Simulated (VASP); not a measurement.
HC8, 9 atoms in the cell. The cell holds a slab with vacuum, 9 atoms: a = 4.931 Å, b = 4.931 Å, c = 17.000 Å, α = 90.00°, β = 90.00°, γ = 120.00°. 

- Program: VASP 6.6.1
- Task: single point
- Functional: PBE
- Dispersion: D3(BJ)
- Potentials or basis: VASP PAW PBE potentials, release 64 (C, H)
- Cutoff: 520 eV
- k mesh: 6 × 6 × 1
- Occupations: gaussian, width 0.1 eV
- Spin: collinear spin
- Starting moments: [0.0, 0.0, 0.0, 0.0, 0.0, 0.0, 0.0, 0.0, 1.0] μB
- Dipole correction: yes
- Further INCAR settings: ALGO = Normal; EDIFF = 1e-06; NBANDS = 30

Potentials or basis: VASP PAW PBE potentials, release 64 (C, H).

Launch:

```console
$ cat potpaw_PBE.64/C/POTCAR potpaw_PBE.64/H/POTCAR > POTCAR
$ mpirun -np 1 vasp_std > vasp.out
```

Hardware: 1 thread of Intel(R) Xeon(R) 6975P-C (Granite Rapids), with other jobs on the host.

Task: How long does it take, and how much memory?

Result: Run time: 4.8 min on 1 thread of Intel(R) Xeon(R) 6975P-C (Granite Rapids) (shared host), peak memory 0.69 GiB. Counts: scf iterations 26, k points 13.
